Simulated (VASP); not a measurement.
Wanted: the native input for a VASP 6.6.1 run.

```
Task                   : single point
Functional             : PBE
Potentials or basis    : VASP PAW PBE potentials, release 64 (Be, Zn, Se)
Cutoff                 : 520 eV
k mesh                 : 8 × 8 × 8
Occupations            : gaussian, width 0.02 eV
Spin                   : no spin polarisation
Dipole correction      : no
Further INCAR settings : ALGO = Normal; EDIFF = 1e-06; NBANDS = 31
```

The structure of BeZn2Se3 lies in POSCAR:

```
BeZn2Se3
1.0
   -1.9545370059      5.8677059962      2.7866520490
    1.9545370059     -5.8677059962      2.7866520490
    1.9545370059      5.8677059962     -2.7866520490
Be Zn Se
1 2 3
Direct
    0.0022631858      0.0022631858      0.0000000000
    0.3374970062      0.0004962575      0.3370007487
    0.6634955088      0.0004962575      0.6629992513
    0.7825162861      0.2825162861      0.5000000000
    0.0755568304      0.2321140066      0.8434428238
    0.3886711828      0.2321140066      0.1565571762
```

One way to write it, as run:

INCAR

```
PREC = Accurate
ENCUT = 520
EDIFF = 1E-6
ISMEAR = 0
SIGMA = 0.02
LREAL = False
LASPH = True
NELM = 80
ALGO = Normal
ISIF = 2
LWAVE = False
LCHARG = True
GGA = PE
LELF = True
LVHAR = True
NBANDS = 31
```

KPOINTS

```
regular mesh
0
Gamma
  8 8 8
```

Potentials or basis: VASP PAW PBE potentials, release 64 (Be, Zn, Se).

Command:

```console
$ cat potpaw_PBE.64/Be/POTCAR potpaw_PBE.64/Zn/POTCAR potpaw_PBE.64/Se/POTCAR > POTCAR
$ mpirun -np 1 vasp_std > vasp.out
```

It gave:

* Pressure: 0.2 GPa
* Largest force: 0.015 eV/Å
* Band gap on the k mesh: 1.86 eV, direct

Run time: 22 min on 1 thread of Intel Xeon 8259CL, on a shared host, peak memory 0.57 GiB.
